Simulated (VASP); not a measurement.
A run of VASP 6.6.1 is set up as follows.

INCAR

```
PREC = Accurate
ENCUT = 520
EDIFF = 1E-6
ISMEAR = 0
SIGMA = 0.1
LREAL = F
LASPH = T
NELM = 80
ALGO = Fast
ISIF = 2
LWAVE = F
LCHARG = F
GGA = CA
NBANDS = 13
```

KPOINTS

```
Automatic mesh
0
Gamma
  14 14 14
```

POSCAR

```
Pb
1.0
    0.0000000000      2.4408429324      2.4408429324
    2.4408429324      0.0000000000      2.4408429324
    2.4408429324      2.4408429324      0.0000000000
Pb
1
Direct
    0.0000000000      0.0000000000      0.0000000000
```

Potentials or basis: VASP PAW LDA potentials, release 64 (Pb_d).

Run with:

```sh
$ cat potpaw_LDA.64/Pb_d/POTCAR > POTCAR
$ mpirun -np 1 vasp_std > vasp.out
```

Task: Estimate the pressure.

Result: 0.1 GPa.

Task: Estimate the band gap on the k mesh.

Result: Zero (band 7 reaches 15.17 eV, above the bottom of band 8 at 5.85 eV).

Caveat: spin-orbit coupling is left out, which moves the levels of the heavy elements.
